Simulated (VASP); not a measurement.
# AlN (Fm-3m) in VASP: a series of runs, part 2 of 2

VASP 6.6.1.

## Step 3: Single point, PBEsol

This run uses another cell than the first one, of the same volume but with other edges.

File INCAR:

```
SYSTEM = AlN
ALGO     = Normal         ! electronic algorithm
EDIFF    = 1E-6           ! SCF threshold, eV
ENCUT    = 520            ! plane-wave cutoff, eV
GGA      = PS             ! functional
ISIF     = 2              ! what is computed and relaxed
ISMEAR   = 0              ! smearing method
LASPH    = .True.         ! aspherical terms in the spheres
LCHARG   = .False.        ! write CHGCAR
LREAL    = .False.        ! projectors in reciprocal space
LWAVE    = .False.        ! write WAVECAR
NBANDS   = 36             ! bands
NELM     = 60             ! most SCF steps
PREC     = Accurate       ! precision mode
SIGMA    = 0.05           ! smearing width, eV
```

File KPOINTS:

```
k-points
0
Gamma
  8 8 2
  0 0 0
```

File POSCAR:

```
AlN
1.0
   -2.0226209166     -2.0226209166      0.0000000000
    2.0226209166     -2.0226209166      0.0000000000
    0.0000000000      0.0000000000     12.1357254996
Al N
6 6
Direct
    0.0000000000      0.0000000000      0.1666666667
    0.5000000000      0.5000000000      0.3333333333
    0.0000000000      0.0000000000      0.5000000000
    0.5000000000      0.5000000000      0.6666666667
    0.0000000000      0.0000000000      0.8333333333
    0.5000000000      0.5000000000      1.0000000000
    0.5000000000      0.5000000000      0.1666666667
    0.0000000000      0.0000000000      0.3333333333
    0.5000000000      0.5000000000      0.5000000000
    0.0000000000      0.0000000000      0.6666666667
    0.5000000000      0.5000000000      0.8333333333
    0.0000000000      0.0000000000      0.0000000000
```

Potentials or basis: VASP PAW PBE potentials, release 64 (Al, N).

On the command line:

```sh
$ cat potpaw_PBE.64/Al/POTCAR potpaw_PBE.64/N/POTCAR > POTCAR
$ mpirun -np 1 vasp_std > vasp.out
```

OUTCAR:

```text
SYSTEM = AlN
   EDIFF = 1E-6
   ENCUT = 520
   GGA = PS
   ISIF = 2
   ISMEAR = 0
   LASPH = .True.
   LREAL = .False.
   NELM = 60
   PREC = Accurate

 ion  position               nearest neighbor table
   1  0.000  0.000  0.167-   8 2.02   7 2.02   7 2.02   7 2.02   7 2.02  12 2.02   2 2.86   2 2.86
                             2 2.86   2 2.86   6 2.86   6 2.86   6 2.86   6 2.86
   2  0.500  0.500  0.333-   7 2.02   8 2.02   8 2.02   8 2.02   8 2.02   9 2.02   1 2.86   1 2.86
                             1 2.86   1 2.86   3 2.86   3 2.86   3 2.86   3 2.86
   3  0.000  0.000  0.500-   9 2.02   9 2.02   9 2.02   9 2.02  10 2.02   8 2.02   4 2.86   4 2.86
                             2 2.86   4 2.86   2 2.86   2 2.86   4 2.86   2 2.86
   4  0.500  0.500  0.667-  11 2.02  10 2.02  10 2.02  10 2.02  10 2.02   9 2.02   5 2.86   5 2.86
                             5 2.86   5 2.86   3 2.86   3 2.86   3 2.86   3 2.86
   5  0.000  0.000  0.833-  10 2.02  11 2.02  11 2.02  11 2.02  11 2.02  12 2.02   4 2.86   4 2.86
                             4 2.86   4 2.86   6 2.86   6 2.86   6 2.86   6 2.86
   6  0.500  0.500  0.000-  12 2.02  12 2.02  12 2.02  12 2.02   7 2.02  11 2.02   5 2.86   5 2.86
                             1 2.86   5 2.86   1 2.86   1 2.86   5 2.86   1 2.86
   7  0.500  0.500  0.167-   2 2.02   1 2.02   1 2.02   1 2.02   1 2.02   6 2.02
   8  0.000  0.000  0.333-   1 2.02   2 2.02   2 2.02   2 2.02   2 2.02   3 2.02
   9  0.500  0.500  0.500-   3 2.02   3 2.02   3 2.02   3 2.02   4 2.02   2 2.02
  10  0.000  0.000  0.667-   5 2.02   4 2.02   4 2.02   4 2.02   4 2.02   3 2.02
  11  0.500  0.500  0.833-   4 2.02   5 2.02   5 2.02   5 2.02   5 2.02   6 2.02
  12  0.000  0.000  0.000-   6 2.02   6 2.02   6 2.02   6 2.02   1 2.02   5 2.02

  LATTYP: Found a simple tetragonal cell.
 ALAT       =     2.8604179318
 C/A-ratio  =     4.2426406871

  Lattice vectors:

 A1 = (  -2.0226209166,  -2.0226209166,   0.0000000000)
 A2 = (   2.0226209166,  -2.0226209166,   0.0000000000)
 A3 = (   0.0000000000,   0.0000000000,  12.1357254996)

Analysis of symmetry for initial positions (statically):
=====================================================================
 Subroutine PRICEL returns following result:

  LATTYP: Found a face centered cubic cell.
 ALAT       =     4.0452418324

  Lattice vectors:

 A1 = (   0.0000000000,   2.0226209166,  -2.0226209158)
 A2 = (  -2.0226209166,   0.0000000000,  -2.0226209170)
 A3 = (  -2.0226209166,   2.0226209166,  -0.0000000000)

   6 primitive cells build up your supercell.

 Routine SETGRP: Setting up the symmetry group for a
 simple tetragonal supercell.

 Subroutine GETGRP returns: Found 16 space group operations
 (whereof 16 operations were pure point group operations)
 out of a pool of 16 trial point group operations.

The static configuration has the point symmetry D_4h.

Analysis of symmetry for dynamics (positions and initial velocities):
=====================================================================
 Subroutine PRICEL returns following result:

  LATTYP: Found a face centered cubic cell.
 ALAT       =     4.0452418324

  Lattice vectors:

 A1 = (   0.0000000000,   2.0226209166,  -2.0226209158)
 A2 = (  -2.0226209166,   0.0000000000,  -2.0226209170)
 A3 = (  -2.0226209166,   2.0226209166,  -0.0000000000)

   6 primitive cells build up your supercell.

 Routine SETGRP: Setting up the symmetry group for a
 simple tetragonal supercell.

 Subroutine GETGRP returns: Found 16 space group operations
 (whereof 16 operations were pure point group operations)
[... 85 lines left out ...]
   number of dos      NEDOS =    301   number of ions     NIONS =     12
   total plane-waves  NPLWV =  51840
   dimension x,y,z NGX =    24 NGY =   24 NGZ =   90
   dimension x,y,z NGXF=    48 NGYF=   48 NGZF=  180
   ions per type =               6   6
   NGX,Y,Z   is equivalent  to a cutoff of  13.95, 13.95, 12.33 a.u.
   NGXF,Y,Z  is equivalent  to a cutoff of  27.90, 27.90, 24.66 a.u.
 SYSTEM =  AlN
   PREC   = accura    normal or accurate (medium, high low for compatibility)
   ISTART =      0    job   : 0-new  1-cont  2-samecut
   ICHARG =      2    charge: 1-file 2-atom 10-const
   ISPIN  =      1    spin polarized calculation?
   LNONCOLLINEAR =      F non collinear calculations
   LSORBIT =      F    spin-orbit coupling
   LASPH  =      T    aspherical Exc in radial PAW
   ENCUT  =  520.0 eV  38.22 Ry    6.18 a.u.   5.32  5.32 22.56*2*pi/ulx,y,z
   NELM   =     60;   NELMIN=  2; NELMDL= -5     # of ELM steps
   EDIFF  = 0.1E-05   stopping-criterion for ELM
   LREAL  =      F    real-space projection
   EDIFFG = 0.1E-04   stopping-criterion for IOM
   NSW    =      0    number of steps for IOM
   IBRION =     -1    ionic relax: 0-MD 1-quasi-New 2-CG
   NFREE  =      0    steps in history (QN), initial steepest desc. (CG)
   ISIF   =      2    stress and relaxation
   ISYM   =      2    0-nonsym 1-usesym 2-fastsym
   POTIM  = 0.5000    time-step for ionic-motion
   TEBEG  =    0.0;   TEEND  =   0.0 temperature during run
   PSTRESS=    0.0 pullay stress
   NELECT =      48.0000    total number of electrons
   NUPDOWN=      -1.0000    fix difference up-down
   EMIN   =  10.00;   EMAX   =-10.00  energy-range for DOS
   EFERMI =   0.00;   METHOD = LEGACY
   ISMEAR =     0;   SIGMA  =   0.05  broadening in eV -4-tet -1-fermi 0-gaus
   EFERMI_NEDOS =   21; number of points for ismear=-14 and -15
   IALGO  =     38    algorithm
   IMIX   =      4    mixing-type and parameters
     AMIX     =   0.40;   BMIX     =  1.00
     AMIX_MAG =   1.60;   BMIX_MAG =  1.00
  volume/ion in A,a.u.               =       8.27        55.84
  Fermi-wavevector in a.u.,A,eV,Ry     =   1.284834  2.427984 22.460474  1.650798
  Thomas-Fermi vector in A             =   2.417004
   LORBIT       =      0    0 simple, 1 ext, 2 COOP (PROOUT), +10 PAW based schemes
   GGA     = PS    functional components
   LHFCALC =     F    Hartree Fock is set to
   AEXX    =    0.0000 exact exchange contribution
   IVDW    =     0    specifies the selected vdW correction
   LEPSILON=     F    determine dielectric tensor
   LRPA    =     F    only Hartree local field effects (RPA)
 non-spin polarized calculation
 Gauss-broadening in eV      SIGMA  =   0.05
  energy-cutoff  :      520.00
  volume of cell :       99.29
 maximum number of plane-waves:      2706
 NGX is ok and might be reduce to    24

 number of electron      47.9999987 magnetization

 Free energy of the ion-electron system (eV)
  ---------------------------------------------------
  ext. energy  EPLUGINS =         0.00000000
  ---------------------------------------------------
  free energy    TOTEN  =       -92.69289436 eV

  energy without entropy =      -92.69289436  energy(sigma->0) =      -92.69289436

 E-fermi :  10.1483     XC(G=0): -12.4456

 val. band max:        9.8676771968   @ k =   0.0000   0.0000   0.0000
 cond. band min:      14.4087395701   @ k =   0.0000   0.0000   0.0000
 fundamental gap:      4.5410623733
 Fermi energy:        10.1483170581

 k-point     1 :       0.0000    0.0000    0.0000
  band No.  band energies     occupation
      1      -7.6693      2.00000
      2      -6.9189      2.00000
      3      -6.9189      2.00000
      4      -4.9458      2.00000
      5      -4.9458      2.00000
      6      -3.3772      2.00000
[... 925 lines left out ...]
     35      19.6316      0.00000
     36      19.6316      0.00000

 [... further k-points ...]
[... 5 lines left out ...]
  --------------------------------------------------------------------------------------
  -------------------------------------------------------------------------------------
  Total       -0.0526821     -0.0526821     -0.0582454      0.0000000      0.0000000     -0.0000000
  in kB       -0.8500584     -0.8500584     -0.9398260      0.0000000      0.0000000     -0.0000000
  external PRESSURE =      -0.8799809 kB  Pullay stress =       0.0000000 kB

 VOLUME and BASIS-vectors are now :
 -----------------------------------------------------------------------------
  energy-cutoff  :      520.00
  volume of cell :       99.29
      direct lattice vectors                 reciprocal lattice vectors
    -2.022620917 -2.022620917  0.000000000    -0.247204009 -0.247204009  0.000000000
     2.022620917 -2.022620917  0.000000000     0.247204009 -0.247204009  0.000000000
     0.000000000  0.000000000 12.135725500     0.000000000  0.000000000  0.082401336

 POSITION                                       TOTAL-FORCE (eV/Angst)
 -----------------------------------------------------------------------------------
      0.00000      0.00000      2.02262        -0.000000      0.000000     -0.000000
      0.00000     -2.02262      4.04524        -0.000000      0.000000      0.000000
      0.00000      0.00000      6.06786         0.000000     -0.000000      0.000000
      0.00000     -2.02262      8.09048         0.000000      0.000000     -0.000000
      0.00000      0.00000     10.11310        -0.000000      0.000000      0.000000
      0.00000     -2.02262      0.00000        -0.000000     -0.000000      0.000000
      0.00000     -2.02262      2.02262        -0.000000     -0.000000     -0.000000
      0.00000      0.00000      4.04524        -0.000000      0.000000      0.000000
      0.00000     -2.02262      6.06786         0.000000      0.000000      0.000000
      0.00000      0.00000      8.09048         0.000000      0.000000      0.000000
      0.00000     -2.02262     10.11310         0.000000     -0.000000      0.000000
      0.00000      0.00000      0.00000         0.000000     -0.000000      0.000000
 -----------------------------------------------------------------------------------
    total drift:                               -0.000000      0.000000      0.000000

  FREE ENERGIE OF THE ION-ELECTRON SYSTEM (eV)
  ---------------------------------------------------
  free  energy   TOTEN  =       -92.6928943629 eV

  energy  without entropy=      -92.6928943629  energy(sigma->0) =      -92.69289436
```

It took 61 s on 1 thread of AMD EPYC 9R45 (Zen 5), shared host; peak memory 0.2 GiB.

What came out:

```yaml
Free_energy: -92.6929 eV
Pressure: -0.1 GPa
Band_gap_on_the_k_mesh: 4.54 eV
```

Caveat: the PAW data sets were made with another functional, which shifts forces and pressure a little.
